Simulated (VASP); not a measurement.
Crystal: SnO2.

```
CELL_PARAMETERS angstrom
5.17526 0.00000 0.00000
0.00000 5.17526 0.00000
0.00000 0.00000 5.17526
ATOMIC_POSITIONS crystal
Sn 0.00000 0.00000 0.00000
Sn 0.50000 0.00000 0.50000
Sn 0.50000 0.50000 0.00000
Sn 0.00000 0.50000 0.50000
O 0.66110 0.83890 0.16110
O 0.83890 0.16110 0.66110
O 0.16110 0.66110 0.83890
O 0.33890 0.33890 0.33890
O 0.66110 0.66110 0.66110
O 0.83890 0.33890 0.16110
O 0.16110 0.83890 0.33890
O 0.33890 0.16110 0.83890
```

* Program: VASP 6.6.1
* Task: relaxation of cell and atoms
* Functional: PBE
* Dispersion: D4
* Potentials or basis: VASP PAW PBE potentials, release 64 (Sn_d, O)
* Cutoff: 600 eV
* k mesh: 5 × 5 × 5
* Occupations: fermi-dirac, width 0.05 eV
* Spin: no spin polarisation

At the start: pressure -3.8 GPa; volume 11.55 Å³/atom.

Problem. Where does the relaxation end?

Solution. Over 10 steps the energy falls by 2.9 meV/atom and the volume is 11.32 Å³/atom (-2.0 %); space group Pa-3 (No. 205, to 0.1 Å) before and after.

Step by step:
```csv
step,energy change (eV),largest force (eV/Å),pressure (GPa),volume (Å³)
1,0.0000,0.0074,-3.83,138.61
2,0.0025,0.0452,4.33,133.15
3,-0.0336,0.0253,-0.02,135.88
4,-0.0335,0.0256,0.12,135.82
5,-0.0337,0.0210,-0.16,135.97
6,-0.0337,0.0196,-0.23,136.02
7,-0.0338,0.0176,-0.23,136.02
8,-0.0341,0.0109,-0.22,136.00
9,-0.0343,0.0021,-0.20,135.96
10,-0.0344,0.0000,0.04,135.80
```

Final structure:
```yaml
crystal:
  lattice:
    - [5.13999, 0.00000, 0.00000]
    - [0.00000, 5.13999, 0.00000]
    - [0.00000, 0.00000, 5.13999]
  atoms:
    - { symbol: Sn, position: [0.00000, 0.00000, 0.00000] }
    - { symbol: Sn, position: [0.50000, 0.00000, 0.50000] }
    - { symbol: Sn, position: [0.50000, 0.50000, 0.00000] }
    - { symbol: Sn, position: [0.00000, 0.50000, 0.50000] }
    - { symbol: O, position: [0.66016, 0.83984, 0.16016] }
    - { symbol: O, position: [0.83984, 0.16016, 0.66016] }
    - { symbol: O, position: [0.16016, 0.66016, 0.83984] }
    - { symbol: O, position: [0.33984, 0.33984, 0.33984] }
    - { symbol: O, position: [0.66016, 0.66016, 0.66016] }
    - { symbol: O, position: [0.83984, 0.33984, 0.16016] }
    - { symbol: O, position: [0.16016, 0.83984, 0.33984] }
    - { symbol: O, position: [0.33984, 0.16016, 0.83984] }
```
